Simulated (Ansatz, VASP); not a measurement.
**Two plane-wave programs on SnSe**

```
Sn Se
1.0
     0.00000    2.94665    2.94665
     2.79932    0.00000    2.94665
     2.79932    2.94665    0.00000
Sn Se
1 1
Direct
  0.00000 0.00000 0.00000
  0.50000 0.50000 0.50000
```

Change from the starting cell: strain -0.0500 x Voigt [1, 0, 0, 0, 0, 0], atoms carried along.

Alike in both runs: task single point; functional LDA; k mesh 8 × 8 × 8; occupations gaussian, width 0.05 eV; no spin polarisation.

```csv
,VASP,Ansatz
version,VASP 6.6.1,Ansatz 0.2.0
potentials or method,"VASP PAW LDA potentials, release 64 (Sn_d, Se), cutoff 520 eV","scalar-relativistic, plane waves, PAW"
valence electrons in the cell,20,30
```

|  | VASP | Ansatz | Ansatz less VASP |
| --- | --- | --- | --- |
| gap on the k mesh at the Fermi level (eV) | 0.60 | 0.61 | +0.011 |
| least direct gap on the mesh (eV) | 0.73 | 0.73 | +0.002 |
| pressure (GPa) | 4.0 | 3.9 | -0.13 |
| traceless stress, the component that is largest in VASP (GPa) | 6.62 | 6.58 | -0.040 |

LDA's correlation is that of Perdew and Zunger in VASP and of Perdew and Wang (1992) in Ansatz. VASP's potentials hold 20 valence electrons a cell and Ansatz's 30, so a difference there can come from the potentials and not from the codes.
